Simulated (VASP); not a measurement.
Set up this calculation in VASP 6.6.1, as the native input.

```yaml
Task: single point
Functional: revPBE
Potentials_or_basis: VASP PAW PBE potentials, release 64 (Pd)
Cutoff: 520 eV
k_mesh: 11 × 11 × 11
Occupations: fermi-dirac, width 0.05 eV
Spin: collinear spin
Starting_moments: "[-0.45, -0.45] μB"
Dipole_correction: no
Further_INCAR_settings: ALGO = Normal; EDIFF = 1e-06; NBANDS = 21
```

The structure of Pd lies in POSCAR:

```
Pd
1.0
    0.0000000000      2.9347508181      2.9347508181
    2.9347508181      0.0000000000      2.9347508181
    2.9347508181      2.9347508181      0.0000000000
Pd
2
Direct
    0.1250000000      0.1250000000      0.1250000000
    0.8750000000      0.8750000000      0.8750000000
```

This isn't the form of Pd at room conditions, which is fcc.

One way to write it, as run:

INCAR

```
SYSTEM = Pd
PREC = Accurate
ENCUT = 520
EDIFF = 1E-6
ISMEAR = -1
SIGMA = 0.05
LREAL = .False.
LASPH = .True.
NELM = 150
ALGO = Normal
ISIF = 2
LWAVE = .False.
LCHARG = .True.
ISPIN = 2
MAGMOM = -0.45 -0.45
LORBIT = 11
LMAXMIX = 4
GGA = RE
LELF = .True.
LVHAR = .True.
NBANDS = 21
```

KPOINTS

```
Automatic mesh
0
Gamma
  11 11 11
  0 0 0
```

Potentials or basis: VASP PAW PBE potentials, release 64 (Pd).

Command:

```bash
$ cat potpaw_PBE.64/Pd/POTCAR > POTCAR
$ mpirun -np 1 vasp_std > vasp.out
```

Results of the run:

* Pressure: -0.2 GPa
* Net moment: -0.94 μB per cell
* Site moments: Pd -0.46 μB
* Valence electrons inside the program's atomic spheres: Pd 9.27

Caveat: the PAW data sets were made with another functional, which shifts forces and pressure a little.

It took 3.3 min on 1 thread of AMD EPYC 7571, on a shared host, peak memory 0.22 GiB.
